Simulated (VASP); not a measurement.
# InF (zincblende type) (F-43m) in VASP: electric field gradients with PBE

Aim: the electric field gradients of InF (zincblende type) with PBE.

All numbers are computed with VASP 6.6.1; they aren't measurements. Logs are shortened: lines on timing, memory, paths and dates and some standing lists are left out, and cuts for length are marked.

## (1) The cell of the first run

It takes space group F-43m (No. 216, cubic). The conventional cell has a = 6.009 Å, b = 6.009 Å, c = 6.009 Å, α = 90.00°, β = 90.00°, γ = 90.00°. Within 3.4 Å of In (site symmetry -43m) lie 4 F at 2.60 Å. Within 3.4 Å of F (site symmetry -43m) lie 4 In at 2.60 Å.

## (2) Electric field gradients, PBE, non-collinear spin, zero start, spin-orbit coupling

The input, INCAR:

```
SYSTEM = InF
ALGO = Normal
EDIFF = 1E-8
ENCUT = 520
GGA = PE
GGA_COMPAT = .False.
ISIF = 2
ISMEAR = -1
LASPH = .True.
LCHARG = .False.
LEFG = .True.
LORBIT = 11
LORBMOM = .True.
LREAL = .False.
LSORBIT = .True.
LWAVE = .False.
MAGMOM = 0 0 0 0 0 0
NBANDS = 32
NELM = 150
PREC = Accurate
SIGMA = 0.05
```

The input, KPOINTS:

```
k-points
0
Gamma
  13 13 13
  0 0 0
```

The input, POSCAR:

```
InF
1.0
    0.0000000000      3.0044857670      3.0044857670
    3.0044857670      0.0000000000      3.0044857670
    3.0044857670      3.0044857670      0.0000000000
In F
1 1
Direct
    0.0000000000      0.0000000000      0.0000000000
    0.2500000000      0.2500000000      0.2500000000
```

Potentials or basis: VASP PAW PBE potentials, release 64 (In_d, F).

Run with:

```bash
> cat potpaw_PBE.64/In_d/POTCAR potpaw_PBE.64/F/POTCAR > POTCAR
> mpirun -np 1 vasp_ncl > vasp.out
```

OUTCAR:

```text
SYSTEM = InF
   EDIFF = 1E-8
   ENCUT = 520
   GGA = PE
   ISIF = 2
   ISMEAR = -1
   LASPH = .True.
   LORBIT = 11
   LREAL = .False.
   LSORBIT = .True.
   NELM = 150
   PREC = Accurate

 ion  position               nearest neighbor table
   1  0.000  0.000  0.000-   2 2.60   2 2.60   2 2.60   2 2.60
   2  0.250  0.250  0.250-   1 2.60   1 2.60   1 2.60   1 2.60

  LATTYP: Found a face centered cubic cell.
 ALAT       =     6.0089715340

  Lattice vectors:

 A1 = (   0.0000000000,   3.0044857670,   3.0044857670)
 A2 = (   3.0044857670,   0.0000000000,   3.0044857670)
 A3 = (   3.0044857670,   3.0044857670,   0.0000000000)

Analysis of symmetry for initial positions (statically):
=====================================================================
 Subroutine PRICEL returns:
 Original cell was already a primitive cell.

 Routine SETGRP: Setting up the symmetry group for a
 face centered cubic supercell.

 Subroutine GETGRP returns: Found 24 space group operations
 (whereof 24 operations were pure point group operations)
 out of a pool of 48 trial point group operations.

The static configuration has the point symmetry T_d .

Analysis of symmetry for dynamics (positions and initial velocities):
=====================================================================
 Subroutine PRICEL returns:
 Original cell was already a primitive cell.

 Routine SETGRP: Setting up the symmetry group for a
 face centered cubic supercell.

 Subroutine GETGRP returns: Found 24 space group operations
 (whereof 24 operations were pure point group operations)
 out of a pool of 48 trial point group operations.

The dynamic configuration has the point symmetry T_d .

Analysis of structural, dynamic, and magnetic symmetry:
=====================================================================
 Subroutine PRICEL returns:
 Original cell was already a primitive cell.

 Routine SETGRP: Setting up the symmetry group for a
 face centered cubic supercell.

 Subroutine GETGRP returns: Found 24 space group operations
 (whereof 24 operations were pure point group operations)
 out of a pool of 48 trial point group operations.

The overall configuration has the point symmetry T_d .

 Subroutine INISYM returns: Found 24 space group operations
 (whereof 24 operations are pure point group operations),
 and found     1 'primitive' translations

----------------------------------------------------------------------------------------
[... 1048 lines left out ...]
----------------------------------------------------------------------
 ion       Cq(MHz)       eta       Q (mb)
----------------------------------------------------------------------
   1       0.000       0.000       1.000
   2       0.000       0.000       1.000
----------------------------------------------------------------------

 orbital moment (x)

 # of ion     p       d       tot
 ----------------------------------------
  1        -0.000  -0.000  -0.000
  2        -0.000   0.000  -0.000
 ----------------------------------------
           -0.000  -0.000  -0.000

 orbital moment (y)

 # of ion     p       d       tot
 ----------------------------------------
  1         0.000   0.000   0.000
  2        -0.000   0.000  -0.000
 ----------------------------------------
            0.000   0.000   0.000

 orbital moment (z)

 # of ion     p       d       tot
 ----------------------------------------
  1         0.000  -0.000  -0.000
  2         0.000   0.000   0.000
 ----------------------------------------
            0.000  -0.000   0.000

 Spin-Orbit-Coupling matrix elements

 Ion:    1  E_soc:     -0.0445921
 l=   1
     0.0000000    -0.0011744    -0.0011744
    -0.0011744     0.0000000    -0.0011744
    -0.0011744    -0.0011744     0.0000000
 l=   2
     0.0000000    -0.0012531     0.0000000    -0.0012531    -0.0050045
    -0.0012531     0.0000000    -0.0037534    -0.0012531    -0.0012511
     0.0000000    -0.0037534     0.0000000    -0.0037534     0.0000000
    -0.0012531    -0.0012531    -0.0037534     0.0000000    -0.0012511
    -0.0050045    -0.0012511     0.0000000    -0.0012511     0.0000000
 l=   3
     0.0000000     0.0000000     0.0000000     0.0000000     0.0000000     0.0000000     0.0000000
     0.0000000     0.0000000     0.0000000     0.0000000     0.0000000     0.0000000     0.0000000
     0.0000000     0.0000000     0.0000000     0.0000000     0.0000000     0.0000000     0.0000000
     0.0000000     0.0000000     0.0000000     0.0000000     0.0000000     0.0000000     0.0000000
     0.0000000     0.0000000     0.0000000     0.0000000     0.0000000     0.0000000     0.0000000
     0.0000000     0.0000000     0.0000000     0.0000000     0.0000000     0.0000000     0.0000000
     0.0000000     0.0000000     0.0000000     0.0000000     0.0000000     0.0000000     0.0000000

 Ion:    2  E_soc:     -0.0006392
 l=   1
     0.0000000    -0.0001065    -0.0001065
    -0.0001065     0.0000000    -0.0001065
    -0.0001065    -0.0001065     0.0000000
 l=   2
     0.0000000     0.0000000     0.0000000     0.0000000     0.0000000
     0.0000000     0.0000000     0.0000000     0.0000000     0.0000000
     0.0000000     0.0000000     0.0000000     0.0000000     0.0000000
     0.0000000     0.0000000     0.0000000     0.0000000     0.0000000
     0.0000000     0.0000000     0.0000000     0.0000000     0.0000000
 l=   3
     0.0000000     0.0000000     0.0000000     0.0000000     0.0000000     0.0000000     0.0000000
     0.0000000     0.0000000     0.0000000     0.0000000     0.0000000     0.0000000     0.0000000
     0.0000000     0.0000000     0.0000000     0.0000000     0.0000000     0.0000000     0.0000000
     0.0000000     0.0000000     0.0000000     0.0000000     0.0000000     0.0000000     0.0000000
     0.0000000     0.0000000     0.0000000     0.0000000     0.0000000     0.0000000     0.0000000
     0.0000000     0.0000000     0.0000000     0.0000000     0.0000000     0.0000000     0.0000000
     0.0000000     0.0000000     0.0000000     0.0000000     0.0000000     0.0000000     0.0000000

 total charge

# of ion       s       p       d       tot
------------------------------------------
    1        1.179   0.148   9.857  11.184
    2        1.749   4.284   0.000   6.033
--------------------------------------------------
tot          2.928   4.433   9.857  17.218

 magnetization (x)

# of ion       s       p       d       tot
------------------------------------------
    1        0.000  -0.000  -0.000  -0.000
    2        0.000   0.000   0.000   0.000
--------------------------------------------------
tot          0.000   0.000  -0.000   0.000

 magnetization (y)

# of ion       s       p       d       tot
------------------------------------------
    1        0.000  -0.000  -0.000  -0.000
    2        0.000  -0.000   0.000  -0.000
--------------------------------------------------
tot          0.000  -0.000  -0.000  -0.000

 magnetization (z)

# of ion       s       p       d       tot
------------------------------------------
    1        0.000  -0.000  -0.000  -0.000
    2        0.000   0.000   0.000   0.000
--------------------------------------------------
tot          0.000   0.000  -0.000   0.000
```

OSZICAR:

```text
N       E                     dE             d eps       ncg     rms          rms(c)
DAV:   1     0.218983050015E+03    0.21898E+03   -0.93174E+03  9096   0.145E+03
DAV:   2     0.221890482107E+02   -0.19679E+03   -0.18293E+03  9400   0.417E+02
DAV:   3    -0.747915827125E+01   -0.29668E+02   -0.29203E+02 10768   0.162E+02
[... 12 lines left out ...]
DAV:  16    -0.746090186065E+01   -0.74897E-09   -0.18964E-07 12280   0.362E-03    0.175E-03
DAV:  17    -0.746090190147E+01   -0.40821E-07   -0.12552E-07 10376   0.255E-03    0.507E-04
DAV:  18    -0.746090188930E+01    0.12174E-07   -0.29282E-08 11936   0.142E-03    0.395E-04
DAV:  19    -0.746090190486E+01   -0.15557E-07   -0.33713E-09  7472   0.384E-04    0.151E-04
DAV:  20    -0.746090190264E+01    0.22183E-08   -0.79929E-10  5104   0.324E-04
   1 F= -.74609019E+01 E0= -.74609019E+01  d E =-.385155E-09  mag=     0.0000     0.0000    -0.0000
```

stdout:

```text
POSCAR found type information on POSCAR InF
 POSCAR found :  2 types and       2 ions
 scaLAPACK will be used
 LDA part: xc-table for (Slater+PW92), standard interpolation
 POSCAR, INCAR and KPOINTS ok, starting setup
 FFT: planning ... GRIDC
 FFT: planning ... GRID_SOFT
 FFT: planning ... GRID
 WAVECAR not read
 entering main loop
ion   1

ion   2
```

It took 17 min on 1 thread of Intel Xeon 8259CL, shared host; peak memory 0.52 GiB.

Results:

| Item | Value |
| --- | --- |
| Free energy | -7.4609 eV |
| Pressure | -0.1 GPa |
| Net moment | 0.00 μB per cell |
| Largest electric field gradient by atom | under 0.05 V/Å² on every atom |
| Valence electrons inside the program's atomic spheres | In 11.18; F 6.03 |

Moments on the atoms (μB; x, y, z):
```
In  0.00 0.00 0.00
F   0.00 0.00 0.00
```
